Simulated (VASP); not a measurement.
Fe: single point with r2SCAN

Crystal: Fe.

```
Fe
1.0
    -1.44300    1.44300    1.44300
     1.44300   -1.44300    1.44300
     1.44300    1.44300   -1.44300
Fe
1
Direct
  0.00000 0.00000 0.00000
```

```json
{"Program": "VASP 6.6.1", "Task": "single point", "Functional": "r2SCAN", "Potentials or basis": "VASP PAW PBE potentials, release 64 (Fe)", "Cutoff": "520 eV", "k mesh": "14 × 14 × 14", "Occupations": "fermi-dirac, width 0.05 eV", "Spin": "collinear spin, ferromagnetic start", "Starting moments": "[2.96] μB", "Fixed moment": "2.96 μB", "Dipole correction": "no", "Further INCAR settings": "ALGO = Normal; EDIFF = 1e-06; NBANDS = 14"}
```

- Pressure: 4.4 GPa
- Net moment: 2.96 μB per cell
- Site moments: Fe +3.00 μB
- Valence electrons inside the program's atomic spheres: Fe 7.15

It took 3 min on 1 thread of Intel(R) Xeon(R) Platinum 8375C CPU @ 2.90GHz (Ice Lake) (shared host), peak memory 0.15 GiB.

Caveat: the PAW data sets were made with another functional, which shifts forces and pressure a little; the total moment is fixed, so each spin has its own Fermi level.
